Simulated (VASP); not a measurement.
Set up this calculation in VASP 6.6.1, as the native input.

```
Task                   : relaxation of shape and atoms at fixed volume
Functional             : PBE
Potentials or basis    : VASP PAW PBE potentials, release 64 (Bi_d, Te)
Cutoff                 : 600 eV
k mesh                 : 8 × 8 × 6
Occupations            : gaussian, width 0.05 eV
Spin                   : no spin polarisation
Dipole correction      : no
Further INCAR settings : ALGO = Normal; EDIFF = 1e-06; IBRION = 2; EDIFFG = -0.01; NSW = 60; ISIF = 4
```

The structure of BiTe lies in POSCAR:

```
BiTe
1.0
    4.0910682825      0.0000000000      0.0000000000
   -2.0455341412      3.5429690612      0.0000000000
    0.0000000000      0.0000000000      8.6564852304
Bi Te
2 2
Direct
    0.3333333333      0.6666666667      0.2500000000
    0.6666666667      0.3333333333      0.7500000000
    0.0000000000      0.0000000000      0.0000000000
    0.0000000000      0.0000000000      0.5000000000
```

This cell differs from its parent crystal: volume scaled by 0.945.

The input as run:

INCAR

```
SYSTEM = BiTe
PREC = Accurate ; ENCUT = 600
EDIFF = 1E-6 ; ISMEAR = 0
SIGMA = 0.05 ; LREAL = .False.
LASPH = .True. ; NELM = 60
ALGO = Normal ; ISIF = 4
LWAVE = .False. ; LCHARG = .False.
GGA = PE ; IBRION = 2
NSW = 60 ; EDIFFG = -0.01
```

KPOINTS

```
regular mesh
0
Gamma
  8 8 6
  0 0 0
```

Potentials or basis: VASP PAW PBE potentials, release 64 (Bi_d, Te).

The run is started by

```sh
$ cat potpaw_PBE.64/Bi_d/POTCAR potpaw_PBE.64/Te/POTCAR > POTCAR
$ mpirun -np 1 vasp_std > vasp.out
```

Results of the run:

```json
{
  "Energy gained by relaxing": "0.2 meV/atom",
  "Ionic steps": "3",
  "Pressure after relaxing": "2.8 GPa",
  "Band gap on the k mesh": "zero (band 21 reaches 9.03 eV, above the bottom of band 22 at 6.09 eV)"
}
```

Caveat: spin-orbit coupling is left out, which moves the levels of the heavy elements.

Wall time 7.2 min on 1 thread of Intel Xeon 8259CL, with other jobs on the host, peak memory 0.39 GiB.
